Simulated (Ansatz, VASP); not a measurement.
## Two plane-wave programs on TaF3

File INCAR:

```
PREC     = Accurate       # precision mode
ENCUT    = 520            # plane-wave cutoff, eV
EDIFF    = 1E-7           # SCF threshold, eV
ISMEAR   = 0              # smearing method
SIGMA    = 0.15           # smearing width, eV
LREAL    = False          # projectors in reciprocal space
LASPH    = True           # aspherical terms in the spheres
NELM     = 100            # most SCF steps
ALGO     = Normal         # electronic algorithm
ISIF     = 2              # what is computed and relaxed
LWAVE    = False          # write WAVECAR
LCHARG   = False          # write CHGCAR
GGA      = PS             # functional
NBANDS   = 24             # bands
```

File KPOINTS:

```
Automatic mesh
0
Gamma
  12 12 12
```

Contents of POSCAR:

```
TaF3
1.0
    3.9597180000      0.0000000000      0.0000000000
    0.0000000000      3.9597180000      0.0000000000
    0.0000000000      0.0000000000      3.8426820000
Ta F
1 3
Direct
    0.0000000000      0.0000000000      0.0000000000
    0.5000000000      0.0000000000      0.0000000000
    0.0000000000      0.5000000000      0.0000000000
    0.0000000000      0.0000000000      0.5000000000
```

Input for Ansatz:

```yaml
crystal:
  lattice:
    - [3.959718, 0.0, 0.0]
    - [0.0, 3.959718, 0.0]
    - [0.0, 0.0, 3.842682]
  atoms:
    - { symbol: Ta, position: [0.0, 0.0, 0.0] }
    - { symbol: F, position: [0.5, 0.0, 0.0] }
    - { symbol: F, position: [0.0, 0.5, 0.0] }
    - { symbol: F, position: [0.0, 0.0, 0.5] }
basis:
  ecutwfc: 420
kpoints:
  mp_grid: { grid: [12, 12, 12] }
hamiltonian:
  xc: pbesol
scf:
  occupations: { method: gaussian, width: 0.15 }
output:
  forces: true
  stress: true
  eigenvalues: true
```

Change from the starting cell: strain +0.015 along x and y, -0.015 along z, atoms carried along.

Alike in both runs: task single point; functional PBEsol; k mesh 12 × 12 × 12; occupations gaussian, width 0.15 eV; no spin polarisation.

```csv
,VASP,Ansatz
version,VASP 6.6.1,Ansatz 0.2.0
potentials or method,"VASP PAW PBE potentials, release 64 (Ta_pv, F), cutoff 520 eV","scalar-relativistic, plane waves, PAW"
valence electrons in the cell,32,34
```

|  | VASP | Ansatz | Ansatz less VASP |
| --- | --- | --- | --- |
| gap on the k mesh at the Fermi level (eV) | none | none | - |
| pressure (GPa) | 18.3 | 17.9 | -0.42 |
| traceless stress, the component that is largest in VASP (GPa) | 8.72 | 8.54 | -0.181 |

VASP's potentials were made for PBE, not for PBEsol. A gap of «none» marks a metal or a gap that the smearing closes. VASP's potentials hold 32 valence electrons a cell and Ansatz's 34, so a difference there can come from the potentials and not from the codes.

Spin-orbit coupling is off throughout.
